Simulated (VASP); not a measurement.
A run of VASP 6.6.1 is set up as follows.

File INCAR:

```
SYSTEM = C
ALGO = Normal
EDIFF = 1E-7
ENCUT = 520
GGA = PE
ISIF = 2
ISMEAR = 0
LASPH = .True.
LCHARG = .False.
LREAL = .False.
LWAVE = .False.
NBANDS = 11
NELM = 100
PREC = Accurate
SIGMA = 0.02
```

The input KPOINTS:

```
k-points
0
Gamma
  14 14 14
  0 0 0
```

File POSCAR:

```
C
1.0
    0.0000000000      2.1753892500      3.3624298800
    1.2417536000      0.0000000000      3.3624298800
    1.2417536000      2.1753892500      0.0000000000
C
2
Direct
    0.1737221862      0.8262778138      0.1737221862
    0.8262778138      0.1737221862      0.8262778138
```

Potentials or basis: VASP PAW PBE potentials, release 64 (C).

The run is started by

```bash
$ cat potpaw_PBE.64/C/POTCAR > POTCAR
$ mpirun -np 1 vasp_std > vasp.out
```

(1) Estimate the largest force.

(2) Estimate the pressure.

Results:

(1) 2.834 eV/Å.

(2) -6.5 GPa.

Caveat: the cell differs from its parent crystal (strained and its atoms moved); the cell stands under tension; this functional lacks dispersion, which binds the layers, so the pressure and a relaxed spacing across them are unreliable; forces of over 1 eV/Å act on the atoms, so gaps and moduli don't describe the material at rest.
